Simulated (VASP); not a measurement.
# Cs2Ge3 (Pm-3m) in VASP: a series of runs

The runs below take Cs2Ge3 through single point, with PBE.

Program: VASP 6.6.1. These are calculated values, not measurements. Logs are shortened: lines on timing, memory, paths and dates and some standing lists are left out, and cuts for length are marked.

## (1) The cell of the first run

The structure is cubic, space group Pm-3m (No. 221). Conventional cell: a = 6.981 Å, b = 6.981 Å, c = 6.981 Å, α = 90.00°, β = 90.00°, γ = 90.00°. Within 4.6 Å of Cs (site symmetry m-3m) lie 6 Ge at 3.49 Å. Ge (site symmetry 4/mmm) has 2 Cs at 3.49 Å within 4.6 Å.

The cell was generated, and may not be a known phase.

## (2) Single point, PBE

INCAR

```
SYSTEM = Cs2Ge3
ALGO = Fast
EDIFF = 1E-6
ENCUT = 520
GGA = PE
ISIF = 2
ISMEAR = 0
LASPH = .True.
LCHARG = .False.
LREAL = .False.
LWAVE = .False.
NBANDS = 38
NELM = 80
PREC = Accurate
SIGMA = 0.1
```

KPOINTS

```
k-points
0
Gamma
  4 4 4
  0 0 0
```

POSCAR

```
Cs2Ge3
1.0
    6.9810382600      0.0000000000      0.0000000000
    0.0000000000      6.9810382600      0.0000000000
    0.0000000000      0.0000000000      6.9810382600
Cs Ge
2 3
Direct
    0.0000000000      0.0000000000      0.0000000000
    0.5000000000      0.5000000000      0.5000000000
    0.0000000000      0.5000000000      0.5000000000
    0.5000000000      0.0000000000      0.5000000000
    0.5000000000      0.5000000000      0.0000000000
```

Potentials or basis: VASP PAW PBE potentials, release 64 (Cs_sv, Ge_d).

Command:

```bash
> cat potpaw_PBE.64/Cs_sv/POTCAR potpaw_PBE.64/Ge_d/POTCAR > POTCAR
> mpirun -np 1 vasp_std > vasp.out
```

OUTCAR:

```text
SYSTEM = Cs2Ge3
   EDIFF = 1E-6
   ENCUT = 520
   GGA = PE
   ISIF = 2
   ISMEAR = 0
   LASPH = .True.
   LREAL = .False.
   NELM = 80
   PREC = Accurate

 ion  position               nearest neighbor table
   1  0.000  0.000  0.000-
   2  0.500  0.500  0.500-
   3  0.000  0.500  0.500-
   4  0.500  0.000  0.500-
   5  0.500  0.500  0.000-

  LATTYP: Found a simple cubic cell.
 ALAT       =     6.9810382600

  Lattice vectors:

 A1 = (   6.9810382600,   0.0000000000,   0.0000000000)
 A2 = (   0.0000000000,   6.9810382600,   0.0000000000)
 A3 = (   0.0000000000,   0.0000000000,   6.9810382600)

Analysis of symmetry for initial positions (statically):
=====================================================================
 Subroutine PRICEL returns:
 Original cell was already a primitive cell.

 Routine SETGRP: Setting up the symmetry group for a
 simple cubic supercell.

 Subroutine GETGRP returns: Found 48 space group operations
 (whereof 48 operations were pure point group operations)
 out of a pool of 48 trial point group operations.

The static configuration has the point symmetry O_h .

Analysis of symmetry for dynamics (positions and initial velocities):
=====================================================================
 Subroutine PRICEL returns:
 Original cell was already a primitive cell.

 Routine SETGRP: Setting up the symmetry group for a
 simple cubic supercell.

 Subroutine GETGRP returns: Found 48 space group operations
 (whereof 48 operations were pure point group operations)
 out of a pool of 48 trial point group operations.

The dynamic configuration has the point symmetry O_h .

 Subroutine INISYM returns: Found 48 space group operations
 (whereof 48 operations are pure point group operations),
 and found     1 'primitive' translations

----------------------------------------------------------------------------------------

                                     Primitive cell

  volume of cell :     340.2202

  direct lattice vectors                    reciprocal lattice vectors
[... 74 lines left out ...]
   LSORBIT =      F    spin-orbit coupling
   LASPH  =      T    aspherical Exc in radial PAW
   ENCUT  =  520.0 eV  38.22 Ry    6.18 a.u.  12.98 12.98 12.98*2*pi/ulx,y,z
   NELM   =     80;   NELMIN=  2; NELMDL= -5     # of ELM steps
   EDIFF  = 0.1E-05   stopping-criterion for ELM
   LREAL  =      F    real-space projection
   EDIFFG = 0.1E-04   stopping-criterion for IOM
   NSW    =      0    number of steps for IOM
   IBRION =     -1    ionic relax: 0-MD 1-quasi-New 2-CG
   NFREE  =      0    steps in history (QN), initial steepest desc. (CG)
   ISIF   =      2    stress and relaxation
   ISYM   =      2    0-nonsym 1-usesym 2-fastsym
   POTIM  = 0.5000    time-step for ionic-motion
   TEBEG  =    0.0;   TEEND  =   0.0 temperature during run
   PSTRESS=    0.0 pullay stress
   NELECT =      60.0000    total number of electrons
   NUPDOWN=      -1.0000    fix difference up-down
   EMIN   =  10.00;   EMAX   =-10.00  energy-range for DOS
   EFERMI =   0.00;   METHOD = LEGACY
   ISMEAR =     0;   SIGMA  =   0.10  broadening in eV -4-tet -1-fermi 0-gaus
   EFERMI_NEDOS =   21; number of points for ismear=-14 and -15
   IALGO  =     68    algorithm
   IMIX   =      4    mixing-type and parameters
     AMIX     =   0.40;   BMIX     =  1.00
     AMIX_MAG =   1.60;   BMIX_MAG =  1.00
  volume/ion in A,a.u.               =      68.04       459.18
  Fermi-wavevector in a.u.,A,eV,Ry     =   0.918062  1.734885 11.467499  0.842837
  Thomas-Fermi vector in A             =   2.043101
   LORBIT       =      0    0 simple, 1 ext, 2 COOP (PROOUT), +10 PAW based schemes
   GGA     = PE    functional components
   LHFCALC =     F    Hartree Fock is set to
   AEXX    =    0.0000 exact exchange contribution
   IVDW    =     0    specifies the selected vdW correction
   LEPSILON=     F    determine dielectric tensor
   LRPA    =     F    only Hartree local field effects (RPA)
 non-spin polarized calculation
 RMM-DIIS sequential band-by-band and
 Gauss-broadening in eV      SIGMA  =   0.10
  energy-cutoff  :      520.00
  volume of cell :      340.22
 maximum number of plane-waves:      9183
 NGX is ok and might be reduce to    54
   NGX = 25   NGY = 25   NGZ = 25

 number of electron      60.0000042 magnetization

 Free energy of the ion-electron system (eV)
  ---------------------------------------------------
  ext. energy  EPLUGINS =         0.00000000
  ---------------------------------------------------
  free energy    TOTEN  =        -8.36688016 eV

  energy without entropy =       -8.28632099  energy(sigma->0) =       -8.32660058

 E-fermi :  -0.3472     XC(G=0):  -6.2501

 val. band max:       -0.3528511204   @ k =   0.5000   0.0000   0.0000
 cond. band min:      -0.3400788281   @ k =   0.5000   0.2500   0.0000
 fundamental gap:      0.0127722923
 Fermi energy:        -0.3472381859

 k-point     1 :       0.0000    0.0000    0.0000
  band No.  band energies     occupation
      1     -25.2433      2.00000
      2     -25.2420      2.00000
      3     -25.2420      2.00000
      4     -25.2362      2.00000
      5     -25.2362      2.00000
      6     -25.2362      2.00000
[... 399 lines left out ...]
     37       3.2390      0.00000
     38       3.2391      0.00000

------------------------ aborting loop because EDIFF is reached ----------------------------------------

  FORCE on cell =-STRESS in cart. coord.  units (eV):
  Direction    XX          YY          ZZ          XY          YZ          ZX
  --------------------------------------------------------------------------------------
  -------------------------------------------------------------------------------------
  Total       -2.8254955     -2.8254955     -2.8254955      0.0000000      0.0000000      0.0000000
  in kB      -13.3059275    -13.3059275    -13.3059275      0.0000000      0.0000000      0.0000000
  external PRESSURE =     -13.3059275 kB  Pullay stress =       0.0000000 kB

 VOLUME and BASIS-vectors are now :
 -----------------------------------------------------------------------------
  energy-cutoff  :      520.00
  volume of cell :      340.22
      direct lattice vectors                 reciprocal lattice vectors
     6.981038260  0.000000000  0.000000000     0.143245168  0.000000000  0.000000000
     0.000000000  6.981038260  0.000000000     0.000000000  0.143245168  0.000000000
     0.000000000  0.000000000  6.981038260     0.000000000  0.000000000  0.143245168

 POSITION                                       TOTAL-FORCE (eV/Angst)
 -----------------------------------------------------------------------------------
      0.00000      0.00000      0.00000         0.000000      0.000000      0.000000
      3.49052      3.49052      3.49052         0.000000      0.000000      0.000000
      0.00000      3.49052      3.49052         0.000000      0.000000      0.000000
      3.49052      0.00000      3.49052         0.000000      0.000000      0.000000
      3.49052      3.49052      0.00000         0.000000      0.000000      0.000000
 -----------------------------------------------------------------------------------
    total drift:                                0.000000      0.000000      0.000000

  FREE ENERGIE OF THE ION-ELECTRON SYSTEM (eV)
  ---------------------------------------------------
  free  energy   TOTEN  =        -8.3668801638 eV

  energy  without entropy=       -8.2863209930  energy(sigma->0) =       -8.32660058
```

Wall time 3 min (1 thread of Oxide Virtual Turin-like, shared host); peak memory 0.4 GiB.

What came out:

* Free energy: -8.3669 eV
* Pressure: -1.3 GPa
* Band gap on the k mesh: zero (bands 30 and 31 overlap by 0.49 eV)

Caveat: spin-orbit coupling is left out, which moves the levels of the heavy elements.

## (3) Single point, PBE

This run uses another cell than the first one, of 44.13 Å³/atom.

INCAR

```
PREC = Accurate ; ENCUT = 520
EDIFF = 1E-6 ; ISMEAR = 0
SIGMA = 0.1 ; LREAL = F
LASPH = T ; NELM = 80
ALGO = Normal ; ISIF = 2
LWAVE = F ; LCHARG = F
GGA = PE ; NBANDS = 38
```

KPOINTS

```
Automatic mesh
0
Gamma
  4 4 4
```

POSCAR: that of step 2 with these lines changed.

```diff
@@ -2,5 +2,5 @@
 1.0
-    6.9810382600      0.0000000000      0.0000000000
-    0.0000000000      6.9810382600      0.0000000000
-    0.0000000000      0.0000000000      6.9810382600
+    6.0426812528      0.0000000000      0.0000000000
+    0.0000000000      6.0426812528      0.0000000000
+    0.0000000000      0.0000000000      6.0426812528
 Cs Ge
```

Potentials or basis: VASP PAW PBE potentials, release 64 (Cs_sv, Ge_d).

Command:

```bash
> cat potpaw_PBE.64/Cs_sv/POTCAR potpaw_PBE.64/Ge_d/POTCAR > POTCAR
> mpirun -np 1 vasp_std > vasp.out
```

It took 1.7 min on 1 thread of Oxide Virtual Turin-like, shared host; peak memory 0.31 GiB.

Results (log left out):

| Item | Value |
| --- | --- |
| Free energy | -9.0711 eV |
| Pressure | 0.0 GPa |
| Band gap on the k mesh | zero (bands 30 and 31 overlap by 1.02 eV) |

Levels at points of the mesh, in eV from the Fermi level:
| k point | band 26 | band 27 | band 28 | band 29 | band 30 | band 31 | band 32 | band 33 | band 34 | band 35 |
| --- | --- | --- | --- | --- | --- | --- | --- | --- | --- | --- |
| (0.00, 0.00, 0.00) | -7.47 | 0.05 | 0.05 | 0.05 | 0.64 | 0.64 | 0.64 | 2.32 | 2.32 | 2.32 |
| (0.50, 0.00, 0.00) | -6.09 | -0.62 | -0.43 | -0.17 | -0.17 | 0.05 | 0.08 | 0.08 | 2.18 | 2.18 |
| (0.50, 0.50, 0.00) | -6.04 | -1.64 | -0.83 | -0.40 | -0.35 | -0.35 | 0.13 | 0.13 | 1.66 | 1.95 |
| (0.50, 0.50, 0.50) | -6.07 | -1.28 | -1.28 | -1.28 | -0.99 | -0.38 | -0.38 | 1.74 | 1.74 | 1.74 |

Caveat: spin-orbit coupling is left out, which moves the levels of the heavy elements.

The gap in the log of VASP goes by the Fermi energy; the results here count the filled bands.